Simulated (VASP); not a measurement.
# ZrGa3 (I4/mmm) in VASP: a series of runs, part 2 of 2

VASP 6.6.1. The steps go on from the part before.

### Step 3. Electric field gradients, LDA (17.03 Å³/atom)

This run uses another cell than the first one, of 17.03 Å³/atom.

INCAR reads:

```
SYSTEM = ZrGa3
ALGO = Normal
EDIFF = 1E-8
ENCUT = 520
GGA = CA
ISIF = 2
ISMEAR = -1
LASPH = .TRUE.
LCHARG = .FALSE.
LEFG = .TRUE.
LREAL = .FALSE.
LWAVE = .FALSE.
NBANDS = 34
NELM = 100
PREC = Accurate
SIGMA = 0.03
```

KPOINTS reads:

```
k-points
0
G
  12 12 12
  0 0 0
```

POSCAR reads:

```
ZrGa3
1.0
   -1.9788594822      1.9788594822      4.3499029010
    1.9788594822     -1.9788594822      4.3499029010
    1.9788594822      1.9788594822     -4.3499029010
Zr Ga
1 3
Direct
    0.0000000000      0.0000000000      0.0000000000
    0.5000000000      0.5000000000      0.0000000000
    0.7500000000      0.2500000000      0.5000000000
    0.2500000000      0.7500000000      0.5000000000
```

Potentials or basis: VASP PAW LDA potentials, release 64 (Zr_sv, Ga_d).

On the command line:

```bash
cat potpaw_LDA.64/Zr_sv/POTCAR potpaw_LDA.64/Ga_d/POTCAR > POTCAR
mpirun -np 1 vasp_std > vasp.out
```

OUTCAR:

```text
SYSTEM = ZrGa3
   EDIFF = 1E-8
   ENCUT = 520
   GGA = CA
   ISIF = 2
   ISMEAR = -1
   LASPH = .TRUE.
   LREAL = .FALSE.
   NELM = 100
   PREC = Accurate

 ion  position               nearest neighbor table
   1  0.000  0.000  0.000-   2 2.80   2 2.80   2 2.80   2 2.80   4 2.94   3 2.94   4 2.94   4 2.94
                             3 2.94   3 2.94   4 2.94   3 2.94
   2  0.500  0.500  0.000-   1 2.80   1 2.80   1 2.80   1 2.80
   3  0.750  0.250  0.500-   4 2.80   4 2.80   4 2.80   4 2.80   1 2.94   1 2.94   1 2.94   1 2.94

   4  0.250  0.750  0.500-   3 2.80   3 2.80   3 2.80   3 2.80   1 2.94   1 2.94   1 2.94   1 2.94

  LATTYP: Found a body centered tetragonal cell.
 ALAT       =     3.9577189644
 C/A-ratio  =     2.1981868547

  Lattice vectors:

 A1 = (  -1.9788594822,   1.9788594822,   4.3499029010)
 A2 = (   1.9788594822,  -1.9788594822,   4.3499029010)
 A3 = (   1.9788594822,   1.9788594822,  -4.3499029010)

Analysis of symmetry for initial positions (statically):
=====================================================================
 Subroutine PRICEL returns:
 Original cell was already a primitive cell.

 Routine SETGRP: Setting up the symmetry group for a
 body centered tetragonal supercell.

 Subroutine GETGRP returns: Found 16 space group operations
 (whereof 16 operations were pure point group operations)
 out of a pool of 16 trial point group operations.

The static configuration has the point symmetry D_4h.

Analysis of symmetry for dynamics (positions and initial velocities):
=====================================================================
 Subroutine PRICEL returns:
 Original cell was already a primitive cell.

[... 171 lines left out ...]
      5      -7.2629      2.00000
      6      -7.1752      2.00000
[... 877 lines left out ...]
     33      14.4294      0.00000
     34      15.0626      0.00000

 [... further k-points ...]
[... 5 lines left out ...]
  --------------------------------------------------------------------------------------
  -------------------------------------------------------------------------------------
  Total       -3.1333778     -3.1333778      0.9754764      0.0000000     -0.0000000      0.0000000
  in kB      -73.6807226    -73.6807226     22.9381224      0.0000000     -0.0000000      0.0000000
  external PRESSURE =     -41.4744409 kB  Pullay stress =       0.0000000 kB

 VOLUME and BASIS-vectors are now :
 -----------------------------------------------------------------------------
  energy-cutoff  :      520.00
  volume of cell :       68.13
      direct lattice vectors                 reciprocal lattice vectors
    -1.978859482  1.978859482  4.349902901     0.000000000  0.252670796  0.114945094
     1.978859482 -1.978859482  4.349902901     0.252670796  0.000000000  0.114945094
     1.978859482  1.978859482 -4.349902901     0.252670796  0.252670796  0.000000000

 POSITION                                       TOTAL-FORCE (eV/Angst)
 -----------------------------------------------------------------------------------
      0.00000      0.00000      0.00000        -0.000000      0.000000      0.000000
      0.00000      0.00000      4.34990        -0.000000      0.000000      0.000000
     -0.00000      1.97886      2.17495        -0.000000      0.000000     -0.000000
      1.97886     -0.00000      2.17495         0.000000     -0.000000     -0.000000
 -----------------------------------------------------------------------------------
    total drift:                               -0.000000     -0.000000      0.000000

  FREE ENERGIE OF THE ION-ELECTRON SYSTEM (eV)
  ---------------------------------------------------
  free  energy   TOTEN  =       -22.1733837083 eV

  energy  without entropy=      -22.1696798799  energy(sigma->0) =      -22.17153179

 Electric field gradients (V/A^2)
---------------------------------------------------------------------
 ion       V_xx      V_yy      V_zz      V_xy      V_xz      V_yz
---------------------------------------------------------------------
   1      23.614    23.614   -47.227    -0.000    -0.000    -0.000
   2     -48.519   -48.519    97.037    -0.002     0.000     0.000
   3      23.780    23.780   -47.561    -0.001     0.000     0.000
   4      23.780    23.780   -47.561    -0.001     0.000     0.000
---------------------------------------------------------------------

 Electric field gradients after diagonalization (V/A^2)
 (convention: |V_zz| > |V_xx| > |V_yy|)
----------------------------------------------------------------------
 ion       V_xx      V_yy      V_zz     asymmetry (V_yy - V_xx)/ V_zz
----------------------------------------------------------------------
   1      23.614    23.613   -47.227       0.000
   2     -48.520   -48.517    97.037       0.000
   3      23.782    23.779   -47.561       0.000
   4      23.782    23.779   -47.561       0.000
----------------------------------------------------------------------

           NMR quadrupolar parameters

 Cq : quadrupolar parameter    Cq=e*Q*V_zz/h
 eta: asymmetry parameters     (V_yy - V_xx)/ V_zz
 Q  : nuclear electric quadrupole moment in mb (millibarn)
----------------------------------------------------------------------
 ion       Cq(MHz)       eta       Q (mb)
----------------------------------------------------------------------
   1      -0.114       0.000       1.000
   2       0.235       0.000       1.000
   3      -0.115       0.000       1.000
   4      -0.115       0.000       1.000
----------------------------------------------------------------------
```

stdout:

```text
POSCAR found type information on POSCAR ZrGa
 POSCAR found :  2 types and       4 ions
 scaLAPACK will be used
 LDA part: xc-table for (Slater(with rela. corr.)+CA(PZ))
 , standard interpolation
 POSCAR, INCAR and KPOINTS ok, starting setup
 FFT: planning ... GRIDC
 FFT: planning ... GRID_SOFT
 FFT: planning ... GRID
 WAVECAR not read
 entering main loop
ion   1

ion   2

ion   3

ion   4
```

It took 8.9 min on 1 thread of AMD EPYC 7R43 (Zen 3), shared host; peak memory 0.39 GiB.

Results:

```yaml
Free_energy: -22.1734 eV
Pressure: -4.1 GPa
Band_gap_on_the_k_mesh: zero (an odd number of electrons rules out a gap without spin polarisation)
Largest_electric_field_gradient_by_atom: Zr -47.2; Ga +97.0, -47.6 (each value once) V/Å²
```

Stress tensor (GPa, compression positive):
```
-7.37  0.00  0.00
 0.00 -7.37  0.00
 0.00  0.00  2.29
```

Levels at points of the mesh, in eV from the Fermi level:
```csv
k point,band 22,band 23,band 24,band 25,band 26,band 27,band 28,band 29,band 30,band 31
"(0.00, 0.00, 0.00)",-2.35,-1.64,-1.58,-1.58,-0.60,1.68,2.03,2.03,4.13,4.57
"(0.50, 0.00, 0.00)",-3.77,-3.68,-1.55,-0.22,0.61,2.38,2.51,2.54,3.53,4.32
"(0.50, 0.50, 0.00)",-5.60,-3.56,-2.34,-2.32,-1.22,2.73,2.77,2.95,3.91,4.27
"(0.50, 0.50, 0.50)",-2.90,-1.09,-1.09,0.08,1.29,1.29,1.75,3.57,4.77,4.78
```

Electric field gradients, principal values (V/Å²):
```tsv
atom	least	middle	greatest (by size)
1 Zr	23.613	23.614	-47.227
2 Ga	-48.517	-48.520	97.037
3 Ga	23.779	23.782	-47.561
4 Ga	23.779	23.782	-47.561
```

Caveat: the stress differs along the axes, from -7 to 2 GPa; without QUAD_EFG the Cq values of the log hold for a quadrupole moment of 1 mb, not for the nuclei.
